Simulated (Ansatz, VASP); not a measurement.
Two plane-wave programs on Na2Sb3

```
Na Sb
1.0
     4.99465    0.00000    0.00000
    -2.49732    4.32549    0.00000
     0.00000    0.00000    6.55939
Na Sb
2 3
Direct
  0.33333 0.66667 0.14607
  0.66667 0.33333 0.85393
  0.00000 0.00000 0.00000
  0.33333 0.66667 0.62307
  0.66667 0.33333 0.37693
```

Alike in both runs: functional PBE; k mesh 6 × 6 × 4; occupations gaussian, width 0.1 eV; no spin polarisation.

Ansatz relaxed the structure, and its values are those at the end. VASP's run is a single point on that final structure, the one shown.

|  | VASP | Ansatz |
| --- | --- | --- |
| version | VASP 6.6.1 | Ansatz 0.2.0 |
| potentials or method | VASP PAW PBE potentials, release 64 (Na_pv, Sb), cutoff 520 eV | scalar-relativistic, plane waves, PAW |
| valence electrons in the cell | 29 | 63 |

```csv
,VASP,Ansatz,Ansatz less VASP
gap on the k mesh at the Fermi level (eV),none,none,-
pressure (GPa),0.0,0.0,-0.02
rms of the force components (eV/Å),0.012,0.013,+0.0006
```

A gap of «none» marks a metal or a gap that the smearing closes. The functional is the same, so the differences come from potentials, cutoffs and numerics. VASP's potentials hold 29 valence electrons a cell and Ansatz's 63, so a difference there can come from the potentials and not from the codes.

Neither program's run includes spin-orbit coupling.
